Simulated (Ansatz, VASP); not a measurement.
## One calculation of BP, two programs

```xyz
2
Lattice="0.0000 2.2236 2.2690 2.2236 0.0000 2.2690 2.2236 2.2236 0.0000" Properties=species:S:1:pos:R:3 pbc="T T T"
B     0.0000    0.0000    0.0000
P     3.3354    3.3354    3.4035
```

Change from the starting cell: equal xx and yy strain of -2 %.

Alike in both runs: task single point; functional LDA; k mesh 15 × 15 × 15; occupations fermi-dirac, width 0.05 eV; no spin polarisation.

```csv
,VASP,Ansatz
version,VASP 6.6.1,Ansatz 0.2.0
potentials or method,"VASP PAW LDA potentials, release 64 (B, P), cutoff 520 eV","all-electron LAPW, scalar-relativistic"
```

Ansatz gave:

```
pressure (GPa)                                                : 1.5
traceless stress, the component that is largest in VASP (GPa) : -3.82
```

**Question.** Which values does VASP return?

**Answer.** Pressure (GPa): 1.4; traceless stress, the component that is largest in VASP (GPa): -3.83.

LDA's correlation is that of Perdew and Zunger in VASP and of Perdew and Wang (1992) in Ansatz. Ansatz ran all-electron here, and VASP with PAW potentials.
